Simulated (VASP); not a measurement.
# Na in VASP: a series of runs, part 2 of 2

VASP 6.6.1.

### Step 4. Electric field gradients, PBEsol (volume scaled by 1.05)

INCAR reads:

```
PREC     = Accurate       # precision mode
ENCUT    = 400            # plane-wave cutoff, eV
EDIFF    = 1E-8           # SCF threshold, eV
ISMEAR   = -1             # smearing method
SIGMA    = 0.05           # smearing width, eV
LREAL    = F              # projectors in reciprocal space
LASPH    = T              # aspherical terms in the spheres
NELM     = 120            # most SCF steps
ALGO     = Normal         # electronic algorithm
ISIF     = 2              # what is computed and relaxed
LWAVE    = F              # write WAVECAR
LCHARG   = F              # write CHGCAR
GGA      = PS             # functional
LEFG     = T            
NBANDS   = 10             # bands
GGA_COMPAT= F
```

KPOINTS reads:

```
regular mesh
0
Gamma
  12 12 12
```

POSCAR reads:

```
Na
1.0
   -2.1385251728      2.1385251728      2.1385251728
    2.1385251728     -2.1385251728      2.1385251728
    2.1385251728      2.1385251728     -2.1385251728
Na
1
Direct
    0.0000000000      0.0000000000      0.0000000000
```

Potentials or basis: VASP PAW PBE potentials, release 64 (Na_pv).

The run is started by

```bash
> cat potpaw_PBE.64/Na_pv/POTCAR > POTCAR
> mpirun -np 1 vasp_std > vasp.out
```

OUTCAR:

```text
PREC = Accurate
   ENCUT = 400
   EDIFF = 1E-8
   ISMEAR = -1
   LREAL = F
   LASPH = T
   NELM = 120
   ISIF = 2
   GGA = PS

 ion  position               nearest neighbor table
   1  0.000  0.000  0.000-

  LATTYP: Found a body centered cubic cell.
 ALAT       =     4.2770503456

  Lattice vectors:

 A1 = (  -2.1385251728,   2.1385251728,   2.1385251728)
 A2 = (   2.1385251728,  -2.1385251728,   2.1385251728)
 A3 = (   2.1385251728,   2.1385251728,  -2.1385251728)

Analysis of symmetry for initial positions (statically):
=====================================================================
 Subroutine PRICEL returns:
 Original cell was already a primitive cell.

 Routine SETGRP: Setting up the symmetry group for a
 body centered cubic supercell.

 Subroutine GETGRP returns: Found 48 space group operations
 (whereof 48 operations were pure point group operations)
 out of a pool of 48 trial point group operations.

The static configuration has the point symmetry O_h .

Analysis of symmetry for dynamics (positions and initial velocities):
=====================================================================
 Subroutine PRICEL returns:
 Original cell was already a primitive cell.

 Routine SETGRP: Setting up the symmetry group for a
 body centered cubic supercell.

 Subroutine GETGRP returns: Found 48 space group operations
 (whereof 48 operations were pure point group operations)
 out of a pool of 48 trial point group operations.

The dynamic configuration has the point symmetry O_h .

 Subroutine INISYM returns: Found 48 space group operations
 (whereof 48 operations are pure point group operations),
 and found     1 'primitive' translations

----------------------------------------------------------------------------------------

                                     Primitive cell

  volume of cell :      39.1204

  direct lattice vectors                    reciprocal lattice vectors
    -2.138525173  2.138525173  2.138525173     0.000000000  0.233805992  0.233805992
     2.138525173 -2.138525173  2.138525173     0.233805992  0.000000000  0.233805992
     2.138525173  2.138525173 -2.138525173     0.233805992  0.233805992  0.000000000

  length of vectors
     3.704034253  3.704034253  3.704034253     0.330651605  0.330651605  0.330651605

  position of ions in fractional coordinates (direct lattice)
     0.000000000  0.000000000  0.000000000

  ion indices of the primitive-cell ions
   primitive index   ion index
                 1           1

----------------------------------------------------------------------------------------

 KPOINTS: regular mesh

Automatic generation of k-mesh.
[... 69 lines left out ...]
   NSW    =      0    number of steps for IOM
   IBRION =     -1    ionic relax: 0-MD 1-quasi-New 2-CG
   NFREE  =      0    steps in history (QN), initial steepest desc. (CG)
   ISIF   =      2    stress and relaxation
   ISYM   =      2    0-nonsym 1-usesym 2-fastsym
   POTIM  = 0.5000    time-step for ionic-motion
   TEBEG  =    0.0;   TEEND  =   0.0 temperature during run
   PSTRESS=    0.0 pullay stress
   NELECT =       7.0000    total number of electrons
   NUPDOWN=      -1.0000    fix difference up-down
   EMIN   =  10.00;   EMAX   =-10.00  energy-range for DOS
   EFERMI =   0.00;   METHOD = LEGACY
   ISMEAR =    -1;   SIGMA  =   0.05  broadening in eV -4-tet -1-fermi 0-gaus
   EFERMI_NEDOS =   21; number of points for ismear=-14 and -15
   IALGO  =     38    algorithm
   IMIX   =      4    mixing-type and parameters
     AMIX     =   0.40;   BMIX     =  1.00
     AMIX_MAG =   1.60;   BMIX_MAG =  1.00
  volume/ion in A,a.u.               =      39.12       264.00
  Fermi-wavevector in a.u.,A,eV,Ry     =   0.922514  1.743299 11.579004  0.851033
  Thomas-Fermi vector in A             =   2.048050
   LORBIT       =      0    0 simple, 1 ext, 2 COOP (PROOUT), +10 PAW based schemes
   GGA     = PS    functional components
   LHFCALC =     F    Hartree Fock is set to
   AEXX    =    0.0000 exact exchange contribution
   IVDW    =     0    specifies the selected vdW correction
   LEPSILON=     F    determine dielectric tensor
   LRPA    =     F    only Hartree local field effects (RPA)
 non-spin polarized calculation
  energy-cutoff  :      400.00
  volume of cell :       39.12
 maximum number of plane-waves:       726
   NGX = 13   NGY = 13   NGZ = 13

 number of electron       6.9999969 magnetization

 Free energy of the ion-electron system (eV)
  ---------------------------------------------------
  ext. energy  EPLUGINS =         0.00000000
  ---------------------------------------------------
  free energy    TOTEN  =        -1.39402728 eV

  energy without entropy =       -1.38856221  energy(sigma->0) =       -1.39129474

 E-fermi :   0.1216     XC(G=0):  -6.3613

 val. band max:        0.0858959054   @ k =  -0.3333   0.4167   0.1667
 cond. band min:       0.1941749329   @ k =   0.3333   0.1667  -0.0000
 fundamental gap:      0.1082790275
 Fermi energy:         0.1216169823

 k-point     1 :       0.0000    0.0000    0.0000
  band No.  band energies     occupation
      1     -24.6698      2.00000
      2     -24.6698      2.00000
      3     -24.6698      2.00000
      4      -3.0082      2.00000
      5      11.5445      0.00000
      6      11.5445      0.00000
      7      11.5445      0.00000
      8      12.5178      0.00000
      9      12.5178      0.00000
     10      13.0375      0.00000
[... 287 lines left out ...]
 k-point    24 :       0.4167    0.0833    0.0833
  band No.  band energies     occupation
      1     -24.6980      2.00000
      2     -24.6813      2.00000
      3     -24.6718      2.00000
      4       1.1023      0.00000
      5       1.5509      0.00000
      6       6.1958      0.00000
      7       7.1849      0.00000
      8      11.4939      0.00000
      9      12.2264      0.00000
     10      16.0335      0.00000

 [... further k-points ...]

------------------------ aborting loop because EDIFF is reached ----------------------------------------

  FORCE on cell =-STRESS in cart. coord.  units (eV):
  Direction    XX          YY          ZZ          XY          YZ          ZX
  --------------------------------------------------------------------------------------
  -------------------------------------------------------------------------------------
  Total       -0.1712688     -0.1712688     -0.1712688     -0.0000000     -0.0000000      0.0000000
  in kB       -7.0143212     -7.0143212     -7.0143212     -0.0000000     -0.0000000      0.0000000
  external PRESSURE =      -7.0143212 kB  Pullay stress =       0.0000000 kB

 VOLUME and BASIS-vectors are now :
 -----------------------------------------------------------------------------
  energy-cutoff  :      400.00
  volume of cell :       39.12
      direct lattice vectors                 reciprocal lattice vectors
    -2.138525173  2.138525173  2.138525173     0.000000000  0.233805992  0.233805992
     2.138525173 -2.138525173  2.138525173     0.233805992  0.000000000  0.233805992
     2.138525173  2.138525173 -2.138525173     0.233805992  0.233805992  0.000000000

 POSITION                                       TOTAL-FORCE (eV/Angst)
 -----------------------------------------------------------------------------------
      0.00000      0.00000      0.00000         0.000000     -0.000000      0.000000
 -----------------------------------------------------------------------------------
    total drift:                               -0.000000      0.000000      0.000000

  FREE ENERGIE OF THE ION-ELECTRON SYSTEM (eV)
  ---------------------------------------------------
  free  energy   TOTEN  =        -1.3940272773 eV

  energy  without entropy=       -1.3885622098  energy(sigma->0) =       -1.39129474

 Electric field gradients (V/A^2)
---------------------------------------------------------------------
 ion       V_xx      V_yy      V_zz      V_xy      V_xz      V_yz
---------------------------------------------------------------------
   1      -0.000     0.000     0.000    -0.001    -0.001    -0.001
---------------------------------------------------------------------

 Electric field gradients after diagonalization (V/A^2)
 (convention: |V_zz| > |V_xx| > |V_yy|)
----------------------------------------------------------------------
 ion       V_xx      V_yy      V_zz     asymmetry (V_yy - V_xx)/ V_zz
----------------------------------------------------------------------
   1       0.001     0.001    -0.001       0.000
----------------------------------------------------------------------

           NMR quadrupolar parameters

 Cq : quadrupolar parameter    Cq=e*Q*V_zz/h
 eta: asymmetry parameters     (V_yy - V_xx)/ V_zz
 Q  : nuclear electric quadrupole moment in mb (millibarn)
----------------------------------------------------------------------
 ion       Cq(MHz)       eta       Q (mb)
----------------------------------------------------------------------
   1      -0.000       0.000       1.000
----------------------------------------------------------------------
```

Run time: 14 s. Hardware: 1 thread of AMD EPYC 7R43 (Zen 3), shared host; peak memory 0.1 GiB.

Results:

| Item | Value |
| --- | --- |
| Free energy | -1.3940 eV |
| Pressure | -0.7 GPa |

Caveat: without QUAD_EFG the Cq values of the log hold for a quadrupole moment of 1 mb, not for the nuclei; the PAW data sets were made with another functional, which shifts forces and pressure a little.

### Step 5. Electric field gradients, PBEsol (z stretched by +1.5 % at fixed volume)

INCAR reads:

```
SYSTEM = Na
  ALGO = Normal
  EDIFF = 1E-8
  ENCUT = 520
  GGA = PS
  ISIF = 2
  ISMEAR = -1
  LASPH = .True.
  LCHARG = .False.
  LEFG = .True.
  LREAL = .False.
  LWAVE = .False.
  NBANDS = 10
  NELM = 80
  PREC = Accurate
  SIGMA = 0.05
```

KPOINTS reads:

```
k-points
0
Gamma
  12 12 12
  0 0 0
```

POSCAR reads:

```
Na
1.0
   -2.0884219347      2.0884219347      2.1355872007
    2.0884219347     -2.0884219347      2.1355872007
    2.0884219347      2.0884219347     -2.1355872007
Na
1
Direct
    0.0000000000      0.0000000000      0.0000000000
```

Potentials or basis: VASP PAW PBE potentials, release 64 (Na_pv).

The run is started by

```bash
> cat potpaw_PBE.64/Na_pv/POTCAR > POTCAR
> mpirun -np 1 vasp_std > vasp.out
```

OUTCAR:

```text
SYSTEM = Na
   EDIFF = 1E-8
   ENCUT = 520
   GGA = PS
   ISIF = 2
   ISMEAR = -1
   LASPH = .True.
   LREAL = .False.
   NELM = 80
   PREC = Accurate

 ion  position               nearest neighbor table
   1  0.000  0.000  0.000-

  LATTYP: Found a body centered tetragonal cell.
 ALAT       =     4.1768438694
 C/A-ratio  =     1.0225841652

  Lattice vectors:

 A1 = (  -2.0884219347,   2.0884219347,   2.1355872007)
 A2 = (   2.0884219347,  -2.0884219347,   2.1355872007)
 A3 = (   2.0884219347,   2.0884219347,  -2.1355872007)

Analysis of symmetry for initial positions (statically):
[... 514 lines left out ...]
    total drift:                               -0.000000     -0.000000     -0.000000

  FREE ENERGIE OF THE ION-ELECTRON SYSTEM (eV)
  ---------------------------------------------------
  free  energy   TOTEN  =        -1.3990628750 eV

  energy  without entropy=       -1.3938696427  energy(sigma->0) =       -1.39646626

 Electric field gradients (V/A^2)
---------------------------------------------------------------------
 ion       V_xx      V_yy      V_zz      V_xy      V_xz      V_yz
---------------------------------------------------------------------
   1       0.045     0.045    -0.091    -0.005    -0.005    -0.005
---------------------------------------------------------------------

 Electric field gradients after diagonalization (V/A^2)
 (convention: |V_zz| > |V_xx| > |V_yy|)
----------------------------------------------------------------------
 ion       V_xx      V_yy      V_zz     asymmetry (V_yy - V_xx)/ V_zz
----------------------------------------------------------------------
   1       0.050     0.041    -0.091       0.100
----------------------------------------------------------------------

           NMR quadrupolar parameters

 Cq : quadrupolar parameter    Cq=e*Q*V_zz/h
 eta: asymmetry parameters     (V_yy - V_xx)/ V_zz
 Q  : nuclear electric quadrupole moment in mb (millibarn)
----------------------------------------------------------------------
 ion       Cq(MHz)       eta       Q (mb)
----------------------------------------------------------------------
   1      -0.000       0.100       1.000
----------------------------------------------------------------------
```

OSZICAR:

```text
N       E                     dE             d eps       ncg     rms          rms(c)
DAV:   1     0.269101341655E+02    0.26910E+02   -0.37909E+03  3282   0.583E+02
DAV:   2    -0.797447046021E+00   -0.27708E+02   -0.27580E+02  3366   0.144E+02
DAV:   3    -0.139638780348E+01   -0.59894E+00   -0.59734E+00  4002   0.232E+01
DAV:   4    -0.140112705189E+01   -0.47392E-02   -0.47387E-02  3830   0.203E+00
DAV:   5    -0.140119850601E+01   -0.71454E-04   -0.71454E-04  3754   0.247E-01    0.236E-01
DAV:   6    -0.139956648680E+01    0.16320E-02   -0.27807E-03  3796   0.768E-01    0.143E-01
DAV:   7    -0.139911554943E+01    0.45094E-03   -0.24860E-03  3702   0.649E-01    0.455E-02
DAV:   8    -0.139906250334E+01    0.53046E-04   -0.19860E-04  3728   0.245E-01    0.205E-03
DAV:   9    -0.139906278602E+01   -0.28268E-06   -0.79551E-07  3760   0.943E-03    0.113E-03
DAV:  10    -0.139906287306E+01   -0.87035E-07   -0.39311E-08  3704   0.133E-03    0.112E-04
DAV:  11    -0.139906287495E+01   -0.18947E-08   -0.97128E-10  2244   0.361E-04
   1 F= -.13990629E+01 E0= -.13964663E+01  d E =-.519323E-02
```

stdout:

```text
POSCAR found type information on POSCAR Na
 POSCAR found :  1 types and       1 ions
 scaLAPACK will be used
 -----------------------------------------------------------------------------
|                                                                             |
|                                                                             |
|     You enforced a specific xc type in the INCAR file but a different       |
|     I HOPE YOU KNOW WHAT YOU ARE DOING!                                     |
|                                                                             |
 -----------------------------------------------------------------------------

 LDA part: xc-table for (Slater+PW92), standard interpolation
 POSCAR, INCAR and KPOINTS ok, starting setup
 FFT: planning ... GRIDC
 FFT: planning ... GRID_SOFT
 FFT: planning ... GRID
 WAVECAR not read
 entering main loop
ion   1
```

It took 76 s on 1 thread of Intel Xeon 8259CL, shared host; peak memory 0.18 GiB.

What came out:

* Free energy: -1.3991 eV
* Pressure: -0.2 GPa

Caveat: without QUAD_EFG the Cq values of the log hold for a quadrupole moment of 1 mb, not for the nuclei; the PAW data sets were made with another functional, which shifts forces and pressure a little.

### Step 6. The runs side by side

| cell | cutoff (eV) | gap on the mesh (eV) | pressure (GPa) |
| --- | --- | --- | --- |
| a = 3.644 Å, angles 109.5°, 1 atom | 400 | none | -0.4 |
| a = 3.674 Å, angles 109.5°, 1 atom | 400 | none | -0.6 |
| a = 3.704 Å, angles 109.5°, 1 atom | 400 | none | -0.7 |
| a = 3.645 Å, angles 110.1, 110.1, 108.3°, 1 atom | 520 | none | -0.2 |

Alike in all rows: task electric field gradients; level PBEsol; potentials or basis VASP PAW PBE potentials, release 64 (Na_pv); no spin polarisation; k mesh 12 × 12 × 12; smearing fermi-dirac 0.05 eV.

Caveats: the PAW data sets were made with another functional, which shifts forces and pressure a little.

Absolute energies hang on the potentials; compare differences alone.
